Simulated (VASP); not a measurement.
Set up this calculation in VASP 6.6.1, as the native input.

```yaml
Task: single point
Functional: PBE
Potentials_or_basis: VASP PAW PBE potentials, release 64 (Mo_sv)
Cutoff: 520 eV
k_mesh: 11 × 11 × 11
Occupations: fermi-dirac, width 0.1 eV
Spin: no spin polarisation
Dipole_correction: no
Further_INCAR_settings: ALGO = Normal; EDIFF = 1e-07; NBANDS = 21
```

The structure of Mo lies in POSCAR:

```
Mo
1.0
    0.0000000000      2.8825886781      2.8825886781
    2.8825886781      0.0000000000      2.8825886781
    2.8825886781      2.8825886781      0.0000000000
Mo
2
Direct
    0.1250000000      0.1250000000      0.1250000000
    0.8750000000      0.8750000000      0.8750000000
```

This cell differs from its parent crystal: volume scaled by 1.04.

The input as run:

INCAR

```
PREC     = Accurate       # precision mode
ENCUT    = 520            # plane-wave cutoff, eV
EDIFF    = 1E-7           # SCF threshold, eV
ISMEAR   = -1             # smearing method
SIGMA    = 0.1            # smearing width, eV
LREAL    = F              # projectors in reciprocal space
LASPH    = T              # aspherical terms in the spheres
NELM     = 100            # most SCF steps
ALGO     = Normal         # electronic algorithm
ISIF     = 2              # what is computed and relaxed
LWAVE    = F              # write WAVECAR
LCHARG   = T              # write CHGCAR
GGA      = PE             # functional
LELF     = T              # ELF
LVHAR    = T            
NBANDS   = 21             # bands
```

KPOINTS

```
Automatic mesh
0
Gamma
  11 11 11
```

Potentials or basis: VASP PAW PBE potentials, release 64 (Mo_sv).

The run is started by

```console
$ cat potpaw_PBE.64/Mo_sv/POTCAR > POTCAR
$ mpirun -np 1 vasp_std > vasp.out
```

Results of the run:

* Pressure: -3.5 GPa
* Band gap on the k mesh: zero (band 14 reaches 6.68 eV, above the bottom of band 15 at 6.21 eV)

It took 36 s on 1 thread of Intel(R) Xeon(R) Platinum 8488C (Sapphire Rapids), with other jobs on the host, peak memory 0.19 GiB.
